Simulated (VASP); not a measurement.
**WC: single point with r2SCAN**

The system is WC.

```
W C
1.0
    -2.99568   -5.18867    0.00000
     4.49352   -2.59433    0.00000
     0.00000    0.00000    5.84477
W C
8 8
Direct
  0.75623 0.45452 0.02869
  0.74302 0.45985 0.51804
  0.53422 0.95760 0.02729
  0.47021 0.01284 0.52166
  0.23287 0.46414 0.96850
  0.23355 0.48232 0.51675
  0.01236 0.99104 0.02474
  0.97778 0.96923 0.52461
  0.47983 0.64431 0.27798
  0.52716 0.63705 0.75858
  0.26181 0.15436 0.25842
  0.23307 0.14990 0.72855
  0.00270 0.64079 0.26542
  0.00772 0.66993 0.77481
  0.73678 0.12697 0.30564
  0.72415 0.10960 0.75806
```

| Item | Value |
| --- | --- |
| Program | VASP 6.6.1 |
| Task | single point |
| Functional | r2SCAN |
| Potentials or basis | VASP PAW PBE potentials, release 64 (W_sv, C) |
| Cutoff | 520 eV |
| k mesh | 2 × 2 × 2 |
| Occupations | fermi-dirac, width 0.24 eV |
| Spin | no spin polarisation |
| Dipole correction | no |
| Further INCAR settings | LREAL = Auto; ALGO = Normal; EDIFF = 1e-06; NBANDS = 86 |

The pressure is -15.9 GPa and the largest force is 6.724 eV/Å. The band gap on the k mesh is zero (bands 72 and 73 overlap by 0.23 eV).

Forces in eV/Å, atoms in the order of the input:
```
W    2.335  0.072 -0.803
W    1.707 -1.139  0.258
W    1.685  2.760  0.120
W   -6.261  0.594 -1.235
W    0.011 -2.832  6.099
W    0.329 -1.302 -2.676
W   -1.149  1.869 -0.600
W   -0.575 -1.697 -0.885
C   -0.986 -0.763 -0.714
C    0.880  1.623  1.074
C    0.392  1.201 -0.816
C    0.816  0.899  2.989
C    0.220  0.850 -0.051
C   -0.863  1.717 -0.702
C    0.575 -0.941 -3.231
C    0.884 -2.909  1.173
```

Stress tensor (GPa, compression positive):
```
-12.83   1.30  -1.59
  1.30 -16.78  -0.16
 -1.59  -0.16 -18.04
```

Levels at points of the mesh, in eV from the Fermi level:
| k point | band 69 | band 70 | band 71 | band 72 | band 73 | band 74 | band 75 | band 76 |
| --- | --- | --- | --- | --- | --- | --- | --- | --- |
| (0.00, 0.00, 0.00) | -0.98 | -0.70 | -0.66 | -0.15 | -0.03 | 0.60 | 0.90 | 1.42 |
| (0.50, 0.00, 0.00) | -0.97 | -0.89 | -0.26 | 0.20 | 0.34 | 0.50 | 0.52 | 0.73 |
| (0.00, 0.50, 0.00) | -1.10 | -0.82 | -0.40 | -0.24 | 0.73 | 1.19 | 1.31 | 1.73 |
| (0.50, 0.50, 0.00) | -1.55 | -1.49 | -1.23 | -0.95 | 0.92 | 1.22 | 1.41 | 1.53 |
| (0.00, 0.00, 0.50) | -1.13 | -1.05 | -0.19 | 0.12 | 0.23 | 0.34 | 0.54 | 0.84 |
| (0.50, 0.00, 0.50) | -1.26 | -0.88 | -0.79 | -0.53 | 0.02 | 0.17 | 0.48 | 0.56 |
| (0.00, 0.50, 0.50) | -1.47 | -1.29 | -1.12 | -0.90 | 0.32 | 0.55 | 0.97 | 1.11 |
| (0.50, 0.50, 0.50) | -1.70 | -1.40 | -1.16 | -0.83 | 0.79 | 0.88 | 1.30 | 1.37 |

It took 15 min on 1 thread of Intel Xeon 8259CL, on a shared host, peak memory 0.34 GiB.

Caveat: the k points lie up to 0.61 Å⁻¹ apart; the atoms stand as in a frame of molecular dynamics; the PAW data sets were made with another functional, which shifts forces and pressure a little; spin-orbit coupling is left out, which moves the levels of the heavy elements.
